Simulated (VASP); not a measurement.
A run of VASP 6.6.1 is set up as follows.

File INCAR:

```
PREC     = Accurate       # precision mode
ENCUT    = 600            # plane-wave cutoff, eV
EDIFF    = 1E-7           # SCF threshold, eV
ISMEAR   = -1             # smearing method
SIGMA    = 0.05           # smearing width, eV
LREAL    = False          # projectors in reciprocal space
LASPH    = True           # aspherical terms in the spheres
NELM     = 150            # most SCF steps
ALGO     = Normal         # electronic algorithm
ISIF     = 3              # what is computed and relaxed
LWAVE    = False          # write WAVECAR
LCHARG   = False          # write CHGCAR
ISPIN    = 2              # spin polarisation
MAGMOM   = 7 0            # initial moments
LORBIT   = 11             # projections on sites
LMAXMIX  = 6              # l up to which the mixer works
GGA      = CA             # functional
IBRION   = 2              # ionic algorithm
NSW      = 60             # ionic steps
EDIFFG   = -0.01          # ionic threshold
```

KPOINTS

```
Automatic mesh
0
Gamma
  9 9 9
```

File POSCAR:

```
GdO
1.0
    0.0000000000      2.7000000000      2.7000000000
    2.7000000000      0.0000000000      2.7000000000
    2.7000000000      2.7000000000      0.0000000000
Gd O
1 1
Direct
    0.0000000000      0.0000000000      0.0000000000
    0.7500000000      0.7500000000      0.7500000000
```

Potentials or basis: VASP PAW PBE potentials, release 64 (Gd, O).

Launch:

```sh
$ cat potpaw_PBE.64/Gd/POTCAR potpaw_PBE.64/O/POTCAR > POTCAR
$ mpirun -np 1 vasp_std > vasp.out
```

Problem. Estimate the relaxed volume.

Solution. 18.18 Å³/atom.

Problem. What does it give for the space group after relaxing (to 0.1 Å)?

Solution. F-43m (No. 216).

Problem. What does it give for the relaxed cell?

Solution. a = 3.719 Å, b = 3.719 Å, c = 3.719 Å, α = 60.00°, β = 60.00°, γ = 60.00°.

Final structure:
```yaml
crystal:
  lattice:
    - [0.00000, 2.62940, 2.62940]
    - [2.62940, 0.00000, 2.62940]
    - [2.62940, 2.62940, 0.00000]
  atoms:
    - { symbol: Gd, position: [0.00000, 0.00000, 0.00000] }
    - { symbol: O, position: [0.75000, 0.75000, 0.75000] }
```

Caveat: the PAW data sets were made with another functional, which shifts forces and pressure a little; a cell with one magnetic atom can't hold antiferromagnetic order, which such compounds often take; semilocal functionals describe open f shells poorly, which spoils levels, moments and volumes. LDA usually gives volumes a few per cent too small.
